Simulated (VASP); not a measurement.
# BP in VASP: further runs

BP is run at these levels: PBE; tasks: relaxation of the atoms.

Program: VASP 6.6.1. These are calculated values, not measurements. Logs are shortened: lines on timing, memory, paths and dates and some standing lists are left out, and cuts for length are marked.

### Step 1. The cell of the first run

The structure is tetragonal, space group I-4m2 (No. 119). Conventional cell: a = 3.209 Å, b = 3.209 Å, c = 4.583 Å, α = 90.00°, β = 90.00°, γ = 90.00°. Within 2.6 Å of B (site symmetry -4m2) lie 4 P at 1.97 Å. Within 2.6 Å of P (site symmetry -4m2) lie 4 B at 1.97 Å.

### Step 2. Relaxation of the atoms, PBE (z stretched by +1 %)

The input, INCAR:

```
ALGO     = Normal         # electronic algorithm
EDIFF    = 1E-7           # SCF threshold, eV
EDIFFG   = -0.02          # ionic threshold
ENCUT    = 520            # plane-wave cutoff, eV
GGA      = PE             # functional
IBRION   = 2              # ionic algorithm
ISIF     = 2              # what is computed and relaxed
ISMEAR   = -1             # smearing method
LASPH    = True           # aspherical terms in the spheres
LCHARG   = False          # write CHGCAR
LREAL    = False          # projectors in reciprocal space
LWAVE    = False          # write WAVECAR
NELM     = 60             # most SCF steps
NSW      = 80             # ionic steps
PREC     = Accurate       # precision mode
SIGMA    = 0.02           # smearing width, eV
```

The input, KPOINTS:

```
k-points
0
Gamma
  16 16 16
```

The input, POSCAR:

```
BP
1.0
    0.0000000000      2.2690000000      2.2916900000
    2.2690000000      0.0000000000      2.2916900000
    2.2690000000      2.2690000000      0.0000000000
B P
1 1
Direct
    0.0000000000      0.0000000000      0.0000000000
    0.2500000000      0.2500000000      0.2500000000
```

Potentials or basis: VASP PAW PBE potentials, release 64 (B, P).

On the command line:

```console
$ cat potpaw_PBE.64/B/POTCAR potpaw_PBE.64/P/POTCAR > POTCAR
$ mpirun -np 1 vasp_std > vasp.out
```

OUTCAR:

```text
EDIFF = 1E-7
   EDIFFG = -0.02
   ENCUT = 520
   GGA = PE
   IBRION = 2
   ISIF = 2
   ISMEAR = -1
   LASPH = True
   LREAL = False
   NELM = 60
   NSW = 80
   PREC = Accurate

 ion  position               nearest neighbor table
   1  0.000  0.000  0.000-   2 1.97   2 1.97   2 1.97   2 1.97
   2  0.250  0.250  0.250-   1 1.97   1 1.97   1 1.97   1 1.97

  LATTYP: Found a body centered tetragonal cell.
 ALAT       =     3.2088505730
 C/A-ratio  =     1.4283556980

  Lattice vectors:

 A1 = (  -2.2690000000,   0.0000000000,   2.2916900000)
 A2 = (   2.2690000000,   0.0000000000,   2.2916900000)
 A3 = (   0.0000000000,   2.2690000000,  -2.2916900000)

Analysis of symmetry for initial positions (statically):
=====================================================================
 Subroutine PRICEL returns:
 Original cell was already a primitive cell.

 Routine SETGRP: Setting up the symmetry group for a
 body centered tetragonal supercell.

 Subroutine GETGRP returns: Found  8 space group operations
 (whereof  8 operations were pure point group operations)
 out of a pool of 16 trial point group operations.

The static configuration has the point symmetry D_2d.

Analysis of symmetry for dynamics (positions and initial velocities):
=====================================================================
 Subroutine PRICEL returns:
 Original cell was already a primitive cell.

 Routine SETGRP: Setting up the symmetry group for a
 body centered tetragonal supercell.

 Subroutine GETGRP returns: Found  8 space group operations
 (whereof  8 operations were pure point group operations)
 out of a pool of 16 trial point group operations.

The dynamic configuration has the point symmetry D_2d.

 Subroutine INISYM returns: Found  8 space group operations
 (whereof  8 operations are pure point group operations),
 and found     1 'primitive' translations

----------------------------------------------------------------------------------------

                                     Primitive cell

  volume of cell :      23.5969

  direct lattice vectors                    reciprocal lattice vectors
     0.000000000  2.269000000  2.291690000    -0.220361393  0.220361393  0.218179597
     2.269000000  0.000000000  2.291690000     0.220361393 -0.220361393  0.218179597
     2.269000000  2.269000000  0.000000000     0.220361393  0.220361393 -0.218179597

  length of vectors
     3.224934737  3.224934737  3.208850573     0.380421639  0.380421639  0.380421639

  position of ions in fractional coordinates (direct lattice)
     0.000000000  0.000000000  0.000000000
     0.250000000  0.250000000  0.250000000

  ion indices of the primitive-cell ions
   primitive index   ion index
                 1           1
                 2           2

----------------------------------------------------------------------------------------

 KPOINTS: k-points

Automatic generation of k-mesh.
 Grid dimensions read from file:
 generate k-points for:   16   16   16

 Generating k-lattice:

  Cartesian coordinates                     Fractional coordinates (reciprocal lattice)
    -0.013772587  0.013772587  0.013636225     0.062500000 -0.000000000  0.000000000
     0.013772587 -0.013772587  0.013636225    -0.000000000  0.062500000  0.000000000
     0.013772587  0.013772587 -0.013636225     0.000000000  0.000000000  0.062500000

  Length of vectors
     0.023776352  0.023776352  0.023776352

  Shift w.r.t. Gamma in fractional coordinates (k-lattice)
     0.000000000  0.000000000  0.000000000

 Subroutine IBZKPT returns following result:
 ===========================================

 Found    349 irreducible k-points:

 Following reciprocal coordinates:
            Coordinates               Weight
  0.000000  0.000000  0.000000      1.000000
  0.062500  0.000000  0.000000      8.000000
  0.125000  0.000000  0.000000      8.000000
  0.187500  0.000000  0.000000      8.000000
  0.250000  0.000000  0.000000      8.000000
  0.312500  0.000000  0.000000      8.000000
[... 16 lines left out ...]
 -0.125000  0.062500  0.000000      8.000000
 -0.062500  0.062500  0.000000      4.000000
 [... further k-points ...]
   k-points           NKPTS =    349   k-points in BZ     NKDIM =    349   number of bands    NBANDS=      8
   number of dos      NEDOS =    301   number of ions     NIONS =      2
   total plane-waves  NPLWV =  13824
   dimension x,y,z NGX =    24 NGY =   24 NGZ =   24
   dimension x,y,z NGXF=    48 NGYF=   48 NGZF=   48
   ions per type =               1   1
   NGX,Y,Z   is equivalent  to a cutoff of  12.37, 12.37, 12.43 a.u.
   NGXF,Y,Z  is equivalent  to a cutoff of  24.74, 24.74, 24.87 a.u.
 SYSTEM =  unknown system
   PREC   = accura    normal or accurate (medium, high low for compatibility)
   ISTART =      0    job   : 0-new  1-cont  2-samecut
   ICHARG =      2    charge: 1-file 2-atom 10-const
   ISPIN  =      1    spin polarized calculation?
   LNONCOLLINEAR =      F non collinear calculations
   LSORBIT =      F    spin-orbit coupling
   LASPH  =      T    aspherical Exc in radial PAW
   ENCUT  =  520.0 eV  38.22 Ry    6.18 a.u.   6.00  6.00  5.97*2*pi/ulx,y,z
   NELM   =     60;   NELMIN=  2; NELMDL= -5     # of ELM steps
   EDIFF  = 0.1E-06   stopping-criterion for ELM
   LREAL  =      F    real-space projection
   EDIFFG = -.2E-01   stopping-criterion for IOM
   NSW    =     80    number of steps for IOM
   IBRION =      2    ionic relax: 0-MD 1-quasi-New 2-CG
   NFREE  =      1    steps in history (QN), initial steepest desc. (CG)
   ISIF   =      2    stress and relaxation
   ISYM   =      2    0-nonsym 1-usesym 2-fastsym
   POTIM  = 0.5000    time-step for ionic-motion
   TEBEG  =    0.0;   TEEND  =   0.0 temperature during run
   PSTRESS=    0.0 pullay stress
   NELECT =       8.0000    total number of electrons
   NUPDOWN=      -1.0000    fix difference up-down
   EMIN   =  10.00;   EMAX   =-10.00  energy-range for DOS
   EFERMI =   0.00;   METHOD = LEGACY
   ISMEAR =    -1;   SIGMA  =   0.02  broadening in eV -4-tet -1-fermi 0-gaus
   EFERMI_NEDOS =   21; number of points for ismear=-14 and -15
   IALGO  =     38    algorithm
   IMIX   =      4    mixing-type and parameters
     AMIX     =   0.40;   BMIX     =  1.00
     AMIX_MAG =   1.60;   BMIX_MAG =  1.00
  volume/ion in A,a.u.               =      11.80        79.62
  Fermi-wavevector in a.u.,A,eV,Ry     =   1.141528  2.157175 17.729561  1.303086
  Thomas-Fermi vector in A             =   2.278228
   LORBIT       =      0    0 simple, 1 ext, 2 COOP (PROOUT), +10 PAW based schemes
   GGA     = PE    functional components
   LHFCALC =     F    Hartree Fock is set to
   AEXX    =    0.0000 exact exchange contribution
   IVDW    =     0    specifies the selected vdW correction
   LEPSILON=     F    determine dielectric tensor
   LRPA    =     F    only Hartree local field effects (RPA)
 conjugate gradient relaxation of ions
 non-spin polarized calculation
  energy-cutoff  :      520.00
  volume of cell :       23.60
 maximum number of plane-waves:       648
   NGX = 11   NGY = 11   NGZ = 11

 number of electron       8.0000000 magnetization

 Free energy of the ion-electron system (eV)
  ---------------------------------------------------
  ext. energy  EPLUGINS =         0.00000000
  ---------------------------------------------------
  free energy    TOTEN  =       -12.92972119 eV

  energy without entropy =      -12.92972119  energy(sigma->0) =      -12.92972119

 E-fermi :   7.7107     XC(G=0): -10.8647

 val. band max:        7.3481889871   @ k =   0.0000   0.0000   0.0000
 cond. band min:       8.5375360609   @ k =   0.4375   0.0000   0.4375
 fundamental gap:      1.1893470738
 Fermi energy:         7.7107483909

 k-point     1 :       0.0000    0.0000    0.0000
  band No.  band energies     occupation
      1      -8.0564      2.00000
      2       7.2501      2.00000
      3       7.3482      2.00000
      4       7.3482      2.00000
      5      10.6837      0.00000
      6      10.6837      0.00000
      7      10.7397      0.00000
      8      14.5370      0.00000

 k-point     2 :       0.0625    0.0000    0.0000
  band No.  band energies     occupation
      1      -7.9865      2.00000
      2       6.7338      2.00000
      3       7.1606      2.00000
      4       7.2246      2.00000
      5      10.8568      0.00000
      6      10.8734      0.00000
      7      10.9527      0.00000
      8      14.7502      0.00000

 k-point     3 :       0.1250    0.0000    0.0000
  band No.  band energies     occupation
      1      -7.7776      2.00000
      2       5.4705      2.00000
      3       6.8539      2.00000
      4       6.9289      2.00000
      5      11.1993      0.00000
      6      11.2752      0.00000
      7      11.3250      0.00000
      8      15.3407      0.00000

 k-point     4 :       0.1875    0.0000    0.0000
  band No.  band energies     occupation
      1      -7.4332      2.00000
      2       3.9947      2.00000
      3       6.4949      2.00000
      4       6.5813      2.00000
      5      11.3000      0.00000
      6      11.7399      0.00000
      7      11.7565      0.00000
      8      16.1154      0.00000

 k-point     5 :       0.2500    0.0000    0.0000
  band No.  band energies     occupation
      1      -6.9603      2.00000
      2       2.4996      2.00000
      3       6.1576      2.00000
      4       6.2563      2.00000
      5      11.2605      0.00000
      6      12.0531      0.00000
      7      12.0709      0.00000
      8      16.8316      0.00000

 k-point     6 :       0.3125    0.0000    0.0000
  band No.  band energies     occupation
      1      -6.3743      2.00000
      2       1.0760      2.00000
      3       5.8783      2.00000
      4       5.9884      2.00000
      5      11.1770      0.00000
      6      12.1415      0.00000
      7      12.1922      0.00000
      8      17.2876      0.00000

 k-point     7 :       0.3750    0.0000    0.0000
  band No.  band energies     occupation
      1      -5.7119      2.00000
      2      -0.2028      2.00000
      3       5.6730      2.00000
      4       5.7923      2.00000
      5      11.0972      0.00000
      6      12.0947      0.00000
      7      12.1657      0.00000
      8      17.4341      0.00000
[... 133 lines left out ...]
 k-point    20 :      -0.3125    0.0625    0.0000
  band No.  band energies     occupation
      1      -6.0947      2.00000
      2       0.6625      2.00000
      3       5.1762      2.00000
      4       6.0691      2.00000
      5      11.4131      0.00000
      6      12.1176      0.00000
      7      12.3966      0.00000
      8      17.0511      0.00000

 k-point    21 :      -0.2500    0.0625    0.0000
  band No.  band energies     occupation
      1      -6.7117      2.00000
      2       2.0375      2.00000
      3       5.3731      2.00000
      4       6.3881      2.00000
      5      11.4856      0.00000
      6      11.9466      0.00000
      7      12.4618      0.00000
      8      16.5334      0.00000

 k-point    22 :      -0.1875    0.0625    0.0000
  band No.  band energies     occupation
      1      -7.2248      2.00000
      2       3.5019      2.00000
      3       5.6616      2.00000
      4       6.7347      2.00000
      5      11.5073      0.00000
      6      11.6106      0.00000
      7      12.3025      0.00000
      8      16.0301      0.00000

 k-point    23 :      -0.1250    0.0625    0.0000
  band No.  band energies     occupation
      1      -7.6137      2.00000
      2       4.9666      2.00000
      3       6.0313      2.00000
      4       7.0563      2.00000
      5      11.1863      0.00000
      6      11.3816      0.00000
      7      11.9383      0.00000
      8      15.5304      0.00000

 k-point    24 :      -0.0625    0.0625    0.0000
  band No.  band energies     occupation
      1      -7.8690      2.00000
      2       6.2116      2.00000
      3       6.5106      2.00000
      4       7.2560      2.00000
      5      10.8713      0.00000
      6      11.0728      0.00000
      7      11.4788      0.00000
      8      15.0384      0.00000

 [... further k-points ...]

------------------------ aborting loop because EDIFF is reached ----------------------------------------

  FORCE on cell =-STRESS in cart. coord.  units (eV):
  Direction    XX          YY          ZZ          XY          YZ          ZX
  --------------------------------------------------------------------------------------
  -------------------------------------------------------------------------------------
  Total        0.0254538      0.0254538     -0.3695237      0.0000000      0.0000000      0.0000000
  in kB        1.7282542      1.7282542    -25.0898449      0.0000000      0.0000000      0.0000000
  external PRESSURE =      -7.2111122 kB  Pullay stress =       0.0000000 kB

 VOLUME and BASIS-vectors are now :
 -----------------------------------------------------------------------------
  energy-cutoff  :      520.00
  volume of cell :       23.60
      direct lattice vectors                 reciprocal lattice vectors
     0.000000000  2.269000000  2.291690000    -0.220361393  0.220361393  0.218179597
     2.269000000  0.000000000  2.291690000     0.220361393 -0.220361393  0.218179597
     2.269000000  2.269000000  0.000000000     0.220361393  0.220361393 -0.218179597

 POSITION                                       TOTAL-FORCE (eV/Angst)
 -----------------------------------------------------------------------------------
      0.00000      0.00000      0.00000        -0.000000     -0.000000      0.000000
      1.13450      1.13450      1.14585         0.000000      0.000000      0.000000
 -----------------------------------------------------------------------------------
    total drift:                                0.000000      0.000000      0.000000

  FREE ENERGIE OF THE ION-ELECTRON SYSTEM (eV)
  ---------------------------------------------------
  free  energy   TOTEN  =       -12.9297211896 eV

  energy  without entropy=      -12.9297211896  energy(sigma->0) =      -12.92972119

 reached required accuracy - stopping structural energy minimisation
```

Wall time 86 s (1 thread of AMD EPYC 7R13, shared host); peak memory 0.16 GiB.

What came out:

```
Free energy             : -12.9297 eV
Pressure after relaxing : -0.7 GPa
Band gap on the k mesh  : 1.19 eV (least direct gap 3.34 eV)
```

Final structure:
```cif
data_structure
_symmetry_space_group_name_H-M 'P 1'
_symmetry_Int_Tables_number 1
_cell_length_a 3.2249
_cell_length_b 3.2249
_cell_length_c 3.2089
_cell_angle_alpha 60.165
_cell_angle_beta 60.165
_cell_angle_gamma 59.670
_cell_volume 23.60
loop_
_atom_site_label
_atom_site_type_symbol
_atom_site_fract_x
_atom_site_fract_y
_atom_site_fract_z
_atom_site_occupancy
B1 B 0.00000 0.00000 0.00000 1
P1 P 0.25000 0.25000 0.25000 1
```

Caveat: the cell differs from its parent crystal (z stretched by +1 %); the relaxation stopped at its first step, so nothing moved. A k mesh can miss the band edges.

### Step 3. Relaxation of the atoms, PBE (12.38 Å³/atom)

This run uses another cell than the first one, of 12.38 Å³/atom.

The input, INCAR:

```
SYSTEM = BP
PREC = Accurate
ENCUT = 520
EDIFF = 1E-7
ISMEAR = -1
SIGMA = 0.02
LREAL = .False.
LASPH = .True.
NELM = 100
ALGO = Normal
ISIF = 2
LWAVE = .False.
LCHARG = .False.
GGA = PE
IBRION = 2
NSW = 80
EDIFFG = -0.02
```

The input, KPOINTS:

```
Automatic mesh
0
Gamma
  16 16 16
  0 0 0
```

The input, POSCAR:

```
BP
1.0
    0.0000000000      2.3135014941      2.3135014941
    2.3135014941      0.0000000000      2.3135014941
    2.3135014941      2.3135014941      0.0000000000
B P
1 1
Direct
    0.0000000000      0.0000000000      0.0000000000
    0.2500000000      0.2500000000      0.2500000000
```

Potentials or basis: VASP PAW PBE potentials, release 64 (B, P).

On the command line:

```console
$ cat potpaw_PBE.64/B/POTCAR potpaw_PBE.64/P/POTCAR > POTCAR
$ mpirun -np 1 vasp_std > vasp.out
```

Run time: 27 s. Hardware: 1 thread of Intel Xeon 8259CL, shared host; peak memory 0.15 GiB.

Results (log left out):

```
Free energy             : -12.8997 eV
Pressure after relaxing : -7.7 GPa
Band gap on the k mesh  : 1.34 eV (least direct gap 3.32 eV)
```

Final structure:
```
B P
1.0
     0.00000    2.31350    2.31350
     2.31350    0.00000    2.31350
     2.31350    2.31350    0.00000
B P
1 1
Direct
  0.00000 0.00000 0.00000
  0.25000 0.25000 0.25000
```

Levels at points of the mesh, in eV from the valence-band top:
| k point | band 1 | band 2 | band 3 | band 4 | band 5 | band 6 | band 7 | band 8 |
| --- | --- | --- | --- | --- | --- | --- | --- | --- |
| (0.00, 0.00, 0.00) | -14.95 | 0.00 | 0.00 | 0.00 | 3.32 | 3.32 | 3.32 | 6.50 |
| (0.50, 0.00, 0.00) | -11.84 | -8.62 | -1.68 | -1.68 | 3.44 | 4.68 | 4.68 | 9.92 |
| (0.50, 0.50, 0.00) | -10.40 | -8.29 | -3.91 | -3.91 | 1.44 | 1.71 | 11.58 | 11.58 |

Caveat: the relaxation stopped at its first step, so nothing moved. A k mesh can miss the band edges.
